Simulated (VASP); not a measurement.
# ZnS3 (P4/mmm) in VASP: notebook

Runs on ZnS3. Level: PBE. Tasks: relaxation of cell and atoms, single point.

Everything below comes from runs of VASP 6.6.1. Logs are shortened: lines on timing, memory, paths and dates and some standing lists are left out, and cuts for length are marked.

### 1 The cell of the first run

The structure is tetragonal, space group P4/mmm (No. 123). Conventional cell: a = 4.854 Å, b = 4.854 Å, c = 4.238 Å, α = 90.00°, β = 90.00°, γ = 90.00°. Zn (site symmetry 4/mmm) has 12 S at 3.22 to 3.43 Å and 2 Zn at 4.24 Å within 4.3 Å. S (site symmetry 4/mmm) has 10 S at 3.22 to 4.24 Å and 4 Zn at 3.43 Å within 4.3 Å. S (site symmetry mmm) has 4 Zn at 3.22 Å and 10 S at 3.22 to 4.24 Å within 4.3 Å.

The cell was generated, and may not be a known phase.

### 2 Relaxation of cell and atoms, PBE

INCAR reads:

```
ALGO = Normal
EDIFF = 1E-6
EDIFFG = -0.04
ENCUT = 600
GGA = PE
IBRION = 2
ISIF = 3
ISMEAR = 0
LASPH = T
LCHARG = F
LREAL = F
LWAVE = F
NELM = 80
NSW = 90
PREC = Accurate
SIGMA = 0.1
```

KPOINTS reads:

```
k-points
0
Gamma
  4 4 4
```

POSCAR reads:

```
ZnS3
1.0
    4.8541546900      0.0000000000      0.0000000000
    0.0000000000      4.8541546900      0.0000000000
    0.0000000000      0.0000000000      4.2375516800
Zn S
1 3
Direct
    0.0000000000      0.0000000000      0.0000000000
    0.5000000000      0.5000000000      0.0000000000
    0.0000000000      0.5000000000      0.5000000000
    0.5000000000      0.0000000000      0.5000000000
```

Potentials or basis: VASP PAW PBE potentials, release 64 (Zn, S).

Launch:

```console
cat potpaw_PBE.64/Zn/POTCAR potpaw_PBE.64/S/POTCAR > POTCAR
mpirun -np 1 vasp_std > vasp.out
```

OUTCAR:

```text
EDIFF = 1E-6
   EDIFFG = -0.04
   ENCUT = 600
   GGA = PE
   IBRION = 2
   ISIF = 3
   ISMEAR = 0
   LASPH = T
   LREAL = F
   NELM = 80
   NSW = 90
   PREC = Accurate

 ion  position               nearest neighbor table
   1  0.000  0.000  0.000-
   2  0.500  0.500  0.000-
   3  0.000  0.500  0.500-
   4  0.500  0.000  0.500-

  LATTYP: Found a simple tetragonal cell.
 ALAT       =     4.8541546900
 C/A-ratio  =     0.8729741738

  Lattice vectors:

 A1 = (   4.8541546900,   0.0000000000,   0.0000000000)
 A2 = (   0.0000000000,   4.8541546900,   0.0000000000)
 A3 = (   0.0000000000,   0.0000000000,   4.2375516800)

Analysis of symmetry for initial positions (statically):
=====================================================================
 Subroutine PRICEL returns:
 Original cell was already a primitive cell.

 Routine SETGRP: Setting up the symmetry group for a
 simple tetragonal supercell.

 Subroutine GETGRP returns: Found 16 space group operations
 (whereof 16 operations were pure point group operations)
 out of a pool of 16 trial point group operations.

The static configuration has the point symmetry D_4h.

Analysis of symmetry for dynamics (positions and initial velocities):
=====================================================================
 Subroutine PRICEL returns:
 Original cell was already a primitive cell.

 Routine SETGRP: Setting up the symmetry group for a
 simple tetragonal supercell.

 Subroutine GETGRP returns: Found 16 space group operations
 (whereof 16 operations were pure point group operations)
 out of a pool of 16 trial point group operations.

The dynamic configuration has the point symmetry D_4h.

 Subroutine INISYM returns: Found 16 space group operations
 (whereof 16 operations are pure point group operations),
 and found     1 'primitive' translations

----------------------------------------------------------------------------------------

                                     Primitive cell

  volume of cell :      99.8487

  direct lattice vectors                    reciprocal lattice vectors
     4.854154690  0.000000000  0.000000000     0.206009092  0.000000000  0.000000000
     0.000000000  4.854154690  0.000000000     0.000000000  0.206009092  0.000000000
     0.000000000  0.000000000  4.237551680     0.000000000  0.000000000  0.235985323

  length of vectors
     4.854154690  4.854154690  4.237551680     0.206009092  0.206009092  0.235985323

  position of ions in fractional coordinates (direct lattice)
     0.000000000  0.000000000  0.000000000
     0.500000000  0.500000000  0.000000000
     0.000000000  0.500000000  0.500000000
     0.500000000  0.000000000  0.500000000

  ion indices of the primitive-cell ions
   primitive index   ion index
                 1           1
                 2           2
                 3           3
                 4           4

----------------------------------------------------------------------------------------

 KPOINTS: k-points

Automatic generation of k-mesh.
 Grid dimensions read from file:
 generate k-points for:    4    4    4

 Generating k-lattice:

  Cartesian coordinates                     Fractional coordinates (reciprocal lattice)
     0.051502273  0.000000000  0.000000000     0.250000000  0.000000000  0.000000000
     0.000000000  0.051502273  0.000000000     0.000000000  0.250000000  0.000000000
     0.000000000  0.000000000  0.058996331     0.000000000  0.000000000  0.250000000

  Length of vectors
     0.051502273  0.051502273  0.058996331

  Shift w.r.t. Gamma in fractional coordinates (k-lattice)
     0.000000000  0.000000000  0.000000000

 Subroutine IBZKPT returns following result:
 ===========================================

 Found     18 irreducible k-points:

 Following reciprocal coordinates:
            Coordinates               Weight
  0.000000  0.000000  0.000000      1.000000
  0.250000  0.000000  0.000000      4.000000
  0.500000  0.000000  0.000000      2.000000
  0.250000  0.250000  0.000000      4.000000
  0.500000  0.250000  0.000000      4.000000
  0.500000  0.500000  0.000000      1.000000
[... 10 lines left out ...]
  0.500000  0.250000  0.500000      4.000000
  0.500000  0.500000  0.500000      1.000000
   k-points           NKPTS =     18   k-points in BZ     NKDIM =     18   number of bands    NBANDS=     19
   number of dos      NEDOS =    301   number of ions     NIONS =      4
   total plane-waves  NPLWV =  57600
   dimension x,y,z NGX =    40 NGY =   40 NGZ =   36
   dimension x,y,z NGXF=    80 NGYF=   80 NGZF=   72
   ions per type =               1   3
   NGX,Y,Z   is equivalent  to a cutoff of  13.70, 13.70, 14.12 a.u.
   NGXF,Y,Z  is equivalent  to a cutoff of  27.40, 27.40, 28.25 a.u.
 SYSTEM =  unknown system
   PREC   = accura    normal or accurate (medium, high low for compatibility)
   ISTART =      0    job   : 0-new  1-cont  2-samecut
   ICHARG =      2    charge: 1-file 2-atom 10-const
   ISPIN  =      1    spin polarized calculation?
   LNONCOLLINEAR =      F non collinear calculations
   LSORBIT =      F    spin-orbit coupling
   LASPH  =      T    aspherical Exc in radial PAW
   ENCUT  =  600.0 eV  44.10 Ry    6.64 a.u.   9.69  9.69  8.46*2*pi/ulx,y,z
   NELM   =     80;   NELMIN=  2; NELMDL= -5     # of ELM steps
   EDIFF  = 0.1E-05   stopping-criterion for ELM
   LREAL  =      F    real-space projection
   EDIFFG = -.4E-01   stopping-criterion for IOM
   NSW    =     90    number of steps for IOM
   IBRION =      2    ionic relax: 0-MD 1-quasi-New 2-CG
   NFREE  =      1    steps in history (QN), initial steepest desc. (CG)
   ISIF   =      3    stress and relaxation
   ISYM   =      2    0-nonsym 1-usesym 2-fastsym
   POTIM  = 0.5000    time-step for ionic-motion
   TEBEG  =    0.0;   TEEND  =   0.0 temperature during run
   PSTRESS=    0.0 pullay stress
   NELECT =      30.0000    total number of electrons
   NUPDOWN=      -1.0000    fix difference up-down
   EMIN   =  10.00;   EMAX   =-10.00  energy-range for DOS
   EFERMI =   0.00;   METHOD = LEGACY
   ISMEAR =     0;   SIGMA  =   0.10  broadening in eV -4-tet -1-fermi 0-gaus
   EFERMI_NEDOS =   21; number of points for ismear=-14 and -15
   IALGO  =     38    algorithm
   IMIX   =      4    mixing-type and parameters
     AMIX     =   0.40;   BMIX     =  1.00
     AMIX_MAG =   1.60;   BMIX_MAG =  1.00
  volume/ion in A,a.u.               =      24.96       168.45
  Fermi-wavevector in a.u.,A,eV,Ry     =   1.096481  2.072049 16.357889  1.202271
  Thomas-Fermi vector in A             =   2.232824
   LORBIT       =      0    0 simple, 1 ext, 2 COOP (PROOUT), +10 PAW based schemes
   GGA     = PE    functional components
   LHFCALC =     F    Hartree Fock is set to
   AEXX    =    0.0000 exact exchange contribution
   IVDW    =     0    specifies the selected vdW correction
   LEPSILON=     F    determine dielectric tensor
   LRPA    =     F    only Hartree local field effects (RPA)
 conjugate gradient relaxation of ions
 non-spin polarized calculation
 Gauss-broadening in eV      SIGMA  =   0.10
  energy-cutoff  :      600.00
  volume of cell :       99.85
 maximum number of plane-waves:      3368
 NGX is ok and might be reduce to    40
   NGX = 19   NGY = 19   NGZ = 17

--------------------------------------- Ionic step        1  -------------------------------------------

 number of electron      29.9999997 magnetization

 Free energy of the ion-electron system (eV)
  ---------------------------------------------------
  ext. energy  EPLUGINS =         0.00000000
  ---------------------------------------------------
  free energy    TOTEN  =        -8.63649104 eV

  energy without entropy =       -8.61328051  energy(sigma->0) =       -8.62488578

 E-fermi :   1.6057     XC(G=0):  -9.0558

 val. band max:        1.5828280026   @ k =   0.2500   0.0000   0.2500
 cond. band min:       1.6148684573   @ k =   0.0000   0.0000   0.5000
 fundamental gap:      0.0320404547
 Fermi energy:         1.6056865443

 k-point     1 :       0.0000    0.0000    0.0000
  band No.  band energies     occupation
      1     -11.2835      2.00000
      2      -9.3935      2.00000
      3      -9.0976      2.00000
      4      -4.8437      2.00000
      5      -4.8433      2.00000
      6      -4.8342      2.00000
[... 11 lines left out ...]
     18       2.3109      0.00000
     19       7.8936      0.00000
[... 407 lines left out ...]
  energy  without entropy=       -8.6132805137  energy(sigma->0) =       -8.62488578

--------------------------------------- Ionic step        2  -------------------------------------------

 number of electron      30.0000001 magnetization

 E-fermi :   4.2632     XC(G=0): -10.3075

 val. band max:        4.2499372339   @ k =   0.5000   0.5000   0.2500
 cond. band min:       4.2926623275   @ k =   0.0000   0.0000   0.5000
 fundamental gap:      0.0427250936
 Fermi energy:         4.2632405742

 k-point     1 :       0.0000    0.0000    0.0000
  band No.  band energies     occupation
      1     -10.3536      2.00000
      2      -7.1181      2.00000
      3      -6.4069      2.00000
      4      -2.3535      2.00000
      5      -2.3451      2.00000
      6      -2.3305      2.00000
[... 11 lines left out ...]
     18       5.5425      0.00000
     19       9.8926      0.00000
[... 441 lines left out ...]
  FREE ENERGIE OF THE ION-ELECTRON SYSTEM (eV)
  ---------------------------------------------------
  free  energy   TOTEN  =       -10.5116721772 eV

  energy  without entropy=      -10.4918575161  energy(sigma->0) =      -10.50176485

[... ionic steps 4 to 17 ...]

--------------------------------------- Ionic step       18  -------------------------------------------

 number of electron      29.9999998 magnetization

------------------------ aborting loop because EDIFF is reached ----------------------------------------

  FORCE on cell =-STRESS in cart. coord.  units (eV):
  Direction    XX          YY          ZZ          XY          YZ          ZX
  --------------------------------------------------------------------------------------
  -------------------------------------------------------------------------------------
  Total       -0.2245052     -0.2245052      0.1138624      0.0000000      0.0000000      0.0000000
  in kB       -5.6009517     -5.6009517      2.8406381      0.0000000      0.0000000      0.0000000
  external PRESSURE =      -2.7870884 kB  Pullay stress =       0.0000000 kB
[... 61 lines left out ...]
  energy  without entropy=      -11.2297076870  energy(sigma->0) =      -11.23354673

--------------------------------------- Ionic step       20  -------------------------------------------

 number of electron      29.9999997 magnetization

 Free energy of the ion-electron system (eV)
  ---------------------------------------------------
  ext. energy  EPLUGINS =         0.00000000
  ---------------------------------------------------
  free energy    TOTEN  =       -11.23775733 eV

  energy without entropy =      -11.23030061  energy(sigma->0) =      -11.23402897

 E-fermi :   6.0802     XC(G=0): -11.0934

 val. band max:        6.0251446456   @ k =   0.5000   0.0000   0.2500
 cond. band min:       6.0877855088   @ k =   0.5000   0.2500   0.5000
 fundamental gap:      0.0626408631
 Fermi energy:         6.0801828314

 k-point     1 :       0.0000    0.0000    0.0000
  band No.  band energies     occupation
      1      -9.9390      2.00000
      2      -7.2624      2.00000
      3      -5.5084      2.00000
      4      -1.5582      2.00000
      5      -0.9575      2.00000
      6      -0.8094      2.00000
[... 11 lines left out ...]
     18       9.9755      0.00000
     19      10.1905      0.00000
[... 403 lines left out ...]
  FREE ENERGIE OF THE ION-ELECTRON SYSTEM (eV)
  ---------------------------------------------------
  free  energy   TOTEN  =       -11.2377573346 eV

  energy  without entropy=      -11.2303006072  energy(sigma->0) =      -11.23402897

 reached required accuracy - stopping structural energy minimisation
```

It took 4.7 min on 1 thread of Intel Xeon 6975P-C (Granite Rapids), shared host; peak memory 0.26 GiB.

Results:

| Quantity | Value |
| --- | --- |
| Free energy | -11.2378 eV |
| Relaxed volume | 16.02 Å³/atom |
| Relaxed cell | a = 4.893 Å, b = 4.893 Å, c = 2.676 Å, α = 90.00°, β = 90.00°, γ = 90.00° |
| Space group after relaxing (to 0.1 Å) | P4/mmm (No. 123) |
| Energy gained by relaxing | 650.3 meV/atom |
| Ionic steps | 20 |
| Pressure after relaxing | -0.1 GPa |
| Band gap on the k mesh | zero (bands 15 and 16 overlap by 3.59 eV) |

Step by step:
| step | energy change (eV) | largest force (eV/Å) | pressure (GPa) | volume (Å³) |
| --- | --- | --- | --- | --- |
| 1 | 0.0000 | 0.0000 | -11.71 | 99.85 |
| 2 | -1.6179 | 0.0000 | -7.04 | 75.71 |
| 3 | -1.8752 | 0.0000 | -1.38 | 67.50 |
| 4 | -1.8913 | 0.0000 | 0.95 | 65.05 |
| 5 | -2.1020 | 0.0000 | 0.81 | 64.20 |
| 6 | -2.2888 | 0.0000 | 1.98 | 63.07 |
| 7 | -2.3372 | 0.0000 | 5.89 | 60.16 |
| 8 | -2.4602 | 0.0000 | -2.28 | 65.49 |
| 9 | -2.4512 | 0.0000 | -6.46 | 70.40 |
| 10 | -2.4838 | 0.0000 | -4.01 | 67.19 |
| 11 | -2.4855 | 0.0000 | -4.87 | 68.26 |
| 12 | -2.4863 | 0.0000 | -4.50 | 67.80 |
| 13 | -2.5050 | 0.0000 | -5.39 | 69.15 |
| 14 | -2.5068 | 0.0000 | -5.24 | 68.84 |
| 15 | -2.5438 | 0.0000 | -4.22 | 67.74 |
| 16 | -2.5928 | 0.0000 | -1.84 | 65.44 |
| 17 | -2.5473 | 0.0000 | 4.65 | 61.01 |
| 18 | -2.6009 | 0.0000 | -0.28 | 64.22 |
| 19 | -2.6009 | 0.0000 | -0.16 | 64.13 |
| 20 | -2.6013 | 0.0000 | -0.10 | 64.06 |

Final structure:
```
Zn S
1.0
     4.89325    0.00000    0.00000
     0.00000    4.89325    0.00000
     0.00000    0.00000    2.67554
Zn S
1 3
Direct
  0.00000 0.00000 0.00000
  0.50000 0.50000 0.00000
  0.00000 0.50000 0.50000
  0.50000 0.00000 0.50000
```

Caveat: the k points lie up to 0.59 Å⁻¹ apart in the final cell, too coarse for converged energies and pressures of a metal; the volume moved by over 15 % at a fixed basis, so the end points are rough.

(Continued in part 2 of 2.)

The gap in the log of VASP goes by the Fermi energy; the results here count the filled bands.